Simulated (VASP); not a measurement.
Si4BW: relaxation of cell and atoms with PBE

Crystal: Si4BW.

```
Si B W
1.0
     0.00000    3.39989    3.39989
     3.39989    0.00000    3.39989
     3.39989    3.39989    0.00000
Si B W
4 1 1
Direct
  0.62683 0.12439 0.12439
  0.12439 0.12439 0.12439
  0.12439 0.62683 0.12439
  0.12439 0.12439 0.62683
  0.75000 0.75000 0.75000
  0.50000 0.50000 0.50000
```

The cell was built from a structure type or drawn by symmetry, and may not be a known phase.

```yaml
Program: VASP 6.6.1
Task: relaxation of cell and atoms
Functional: PBE
Potentials_or_basis: VASP PAW PBE potentials, release 64 (Si, B, W_sv)
Cutoff: 600 eV
k_mesh: 10 × 10 × 10
Occupations: gaussian, width 0.1 eV
Spin: no spin polarisation
Dipole_correction: no
Further_INCAR_settings: ALGO = Normal; EDIFF = 1e-06; IBRION = 2; EDIFFG = -0.01; NSW = 100; ISIF = 3
```

```yaml
Relaxed_volume: 13.08 Å³/atom
Relaxed_cell: a = 4.805 Å, b = 4.805 Å, c = 4.805 Å, α = 60.00°, β = 60.00°, γ = 60.00°
Space_group_after_relaxing_to_0.1_Å: F-43m (No. 216)
Energy_gained_by_relaxing: 0.0 meV/atom
Ionic_steps: 3
Pressure_after_relaxing: 0.0 GPa
Largest_force_after_relaxing: 0.004 eV/Å
Band_gap_on_the_k_mesh: zero (an odd number of electrons rules out a gap without spin polarisation)
```

Forces in eV/Å, atoms in the order of the input:
```
Si   0.002 -0.002 -0.002
Si   0.002  0.002  0.002
Si  -0.002  0.002 -0.002
Si  -0.002 -0.002  0.002
B    0.000  0.000  0.000
W    0.000  0.000  0.000
```

Step by step:
```tsv
step	energy change (eV)	largest force (eV/Å)	pressure (GPa)	volume (Å³)
1	0.0000	0.0325	-0.24	78.60
2	-0.0001	0.0311	0.19	78.37
3	-0.0002	0.0040	-0.02	78.47
```

Final structure:
```
Si B W
1.0
     0.00000    3.39799    3.39799
     3.39799    0.00000    3.39799
     3.39799    3.39799    0.00000
Si B W
4 1 1
Direct
  0.62706 0.12431 0.12431
  0.12431 0.12431 0.12431
  0.12431 0.62706 0.12431
  0.12431 0.12431 0.62706
  0.75000 0.75000 0.75000
  0.50000 0.50000 0.50000
```

Levels at points of the mesh, in eV from the Fermi level:
| k point | band 15 | band 16 | band 17 | band 18 | band 19 | band 20 |
| --- | --- | --- | --- | --- | --- | --- |
| (0.00, 0.00, 0.00) | -4.54 | -0.68 | -0.68 | -0.68 | 1.60 | 2.11 |
| (0.50, 0.00, 0.00) | -1.20 | 0.13 | 0.61 | 0.61 | 0.90 | 0.90 |
| (0.50, 0.50, 0.00) | -1.40 | 0.34 | 0.40 | 0.67 | 0.67 | 1.81 |

Wall time 3.4 min on 1 thread of Intel(R) Xeon(R) Platinum 8488C (Sapphire Rapids), on a shared host, peak memory 0.3 GiB.

Caveat: spin-orbit coupling is left out, which moves the levels of the heavy elements.
